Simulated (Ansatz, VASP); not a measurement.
HfB2 in VASP and in Ansatz

INCAR

```
SYSTEM = HfB2
  PREC = Accurate
  ENCUT = 520
  EDIFF = 1E-6
  ISMEAR = -1
  SIGMA = 0.1
  LREAL = .FALSE.
  LASPH = .TRUE.
  NELM = 100
  ALGO = Normal
  ISIF = 2
  LWAVE = .FALSE.
  LCHARG = .FALSE.
  GGA = PE
  NBANDS = 15
```

Contents of KPOINTS:

```
Automatic mesh
0
G
  11 11 8
  0 0 0
```

The input POSCAR:

```
HfB2
1.0
    3.0975623654      0.0000000000      0.0000000000
   -1.5487811827      2.6825679272      0.0000000000
    0.0000000000      0.0000000000      3.4329672075
Hf B
1 2
Direct
    0.0000000000      0.0000000000      0.0000000000
    0.3333333333      0.6666666667      0.5000000000
    0.6666666667      0.3333333333      0.5000000000
```

Input for Ansatz:

```yaml
crystal:
  lattice:
    - [3.097562365359071, 0.0, 0.0]
    - [-1.5487811826795355, 2.6825679271873337, 0.0]
    - [0.0, 0.0, 3.4329672074680144]
  atoms:
    - { symbol: Hf, position: [0.0, 0.0, 0.0] }
    - { symbol: B, position: [0.3333333333333333, 0.6666666666666666, 0.5] }
    - { symbol: B, position: [0.6666666666666666, 0.3333333333333333, 0.5] }
basis:
  ecutwfc: 571.4391111657479
kpoints:
  mp_grid:
    grid: [11, 11, 8]
hamiltonian:
  xc: pbe
scf:
  occupations:
    method: fermi_dirac
    width: 0.1
output:
  stress: true
```

Alike in both runs: task single point; functional PBE; k mesh 11 × 11 × 8; occupations fermi-dirac, width 0.1 eV; no spin polarisation.

|  | VASP | Ansatz |
| --- | --- | --- |
| version | VASP 6.6.1 | Ansatz 0.2.0 |
| potentials or method | VASP PAW PBE potentials, release 64 (Hf_pv, B), cutoff 520 eV | plane waves, PAW |
| valence electrons in the cell | 16 | 32 |

|  | VASP | Ansatz | Ansatz less VASP |
| --- | --- | --- | --- |
| pressure (GPa) | 12.4 | 12.6 | +0.25 |
| traceless stress, the component that is largest in VASP (GPa) | -0.54 | -0.81 | -0.274 |

The functional is the same, so the differences come from potentials, cutoffs and numerics. VASP's potentials hold 16 valence electrons a cell and Ansatz's 32, so a difference there can come from the potentials and not from the codes.

Spin-orbit coupling is off throughout.
